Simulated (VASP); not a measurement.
Pb:

```
Pb
1.0
     3.05873   -1.76191    0.00000
     3.05873    1.76191    0.00000
    -2.12947    0.00000    6.13559
Pb
2
Direct
  0.90851 0.90851 0.72629
  0.09149 0.09149 0.27371
```

Base run:

* Program: VASP 6.6.1
* Functional: LDA
* Potentials or basis: VASP PAW LDA potentials, release 64 (Pb_d)
* Cutoff: 520 eV
* k mesh: 9 × 9 × 5
* Occupations: fermi-dirac, width 0.05 eV
* Spin: no spin polarisation

Its results: band gap on the k mesh zero (band 14 reaches 12.07 eV, above the bottom of band 15 at 4.67 eV); pressure -3.8 GPa; largest force 0.203 eV/Å.

Question: The run is repeated on the same cell with these changes: functional from LDA to PBEsol; potentials or basis from VASP PAW LDA potentials, release 64 (Pb_d) to VASP PAW PBE potentials, release 64 (Pb_d). What comes out?

Answer: Band gap on the k mesh zero (band 14 reaches 12.22 eV, above the bottom of band 15 at 4.76 eV); pressure -2.5 GPa; largest force 0.169 eV/Å.

Caveats: spin-orbit coupling is left out, which moves the levels of the heavy elements; the PAW data sets were made with another functional, which shifts forces and pressure a little (some runs).
